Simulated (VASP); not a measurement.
Input of a VASP 6.6.1 run:

Contents of INCAR:

```
ALGO = Normal
EDIFF = 1E-7
EDIFFG = -0.01
ENCUT = 600
GGA = PE
IBRION = 2
ISIF = 3
ISMEAR = 0
LASPH = True
LCHARG = False
LREAL = False
LWAVE = False
NELM = 100
NSW = 100
PREC = Accurate
SIGMA = 0.1
```

File KPOINTS:

```
k-points
0
Gamma
  12 12 6
```

POSCAR

```
O
1.0
    3.4695164967      0.0000000000      0.0000000000
   -1.7347582483      3.0046894249      0.0000000000
    0.0000000000      0.0000000000      6.4078739049
O
6
Direct
    0.0000000000      0.0000000000      0.5000000000
    0.0000000000      0.0000000000      0.0000000000
    0.6666666667      0.3333333333      0.3421435352
    0.3333333333      0.6666666667      0.6578564648
    0.3333333333      0.6666666667      0.8421435352
    0.6666666667      0.3333333333      0.1578564648
```

Potentials or basis: VASP PAW PBE potentials, release 64 (O).

Run with:

```sh
$ cat potpaw_PBE.64/O/POTCAR > POTCAR
$ mpirun -np 1 vasp_std > vasp.out
```

Problem. What does it give for the space group after relaxing (to 0.1 Å)?

Solution. P6_3/mmc (No. 194).

Problem. Predict the relaxed cell.

Solution. a = 3.455 Å, b = 3.455 Å, c = 6.408 Å, α = 90.00°, β = 90.00°, γ = 120.00°.

Problem. Predict the relaxed volume.

Solution. 11.04 Å³/atom.

Step by step:
| step | energy change (eV) | largest force (eV/Å) | pressure (GPa) | volume (Å³) |
| --- | --- | --- | --- | --- |
| 1 | 0.0000 | 1.6644 | 2.66 | 66.80 |
| 2 | 1.2623 | 5.6844 | -14.70 | 68.58 |
| 3 | -0.0339 | 0.3440 | -1.28 | 67.02 |
| 4 | -0.0358 | 0.0656 | -0.72 | 66.98 |
| 5 | -0.0359 | 0.0127 | -0.56 | 66.97 |
| 6 | -0.0359 | 0.0373 | -0.51 | 66.97 |
| 7 | -0.0368 | 0.0336 | -0.28 | 66.67 |
| 8 | -0.0372 | 0.0285 | 0.07 | 66.24 |
| 9 | -0.0366 | 0.2106 | -0.42 | 66.27 |
| 10 | -0.0373 | 0.0007 | 0.01 | 66.25 |

Caveat: the standard files for N, O and F lose accuracy on very short bonds.
